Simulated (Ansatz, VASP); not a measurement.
## Ga: VASP beside Ansatz

```
Ga
1.0
     2.88352    0.00000    0.00000
    -1.44176    2.49720    0.00000
     0.00000    0.00000    4.56091
Ga
2
Direct
  0.33333 0.66667 0.25000
  0.66667 0.33333 0.75000
```

Alike in both runs: task single point; functional PBEsol; k mesh 14 × 14 × 8; occupations fermi-dirac, width 0.1 eV; no spin polarisation.

```csv
,VASP,Ansatz
version,VASP 6.6.1,Ansatz 0.2.0
potentials or method,"VASP PAW PBE potentials, release 64 (Ga_d), cutoff 520 eV","plane waves (420 eV) with PAW, scalar-relativistic"
valence electrons in the cell,26,26
```

Ansatz gave:

```
pressure (GPa)                                                : 6.2
traceless stress, the component that is largest in VASP (GPa) : 0.58
```

Q: What did VASP give for the same quantities?

A: Pressure (GPa): 6.4; traceless stress, the component that is largest in VASP (GPa): 0.58.

VASP's potentials were made for PBE, not for PBEsol, and Ansatz warns of the same on its side.
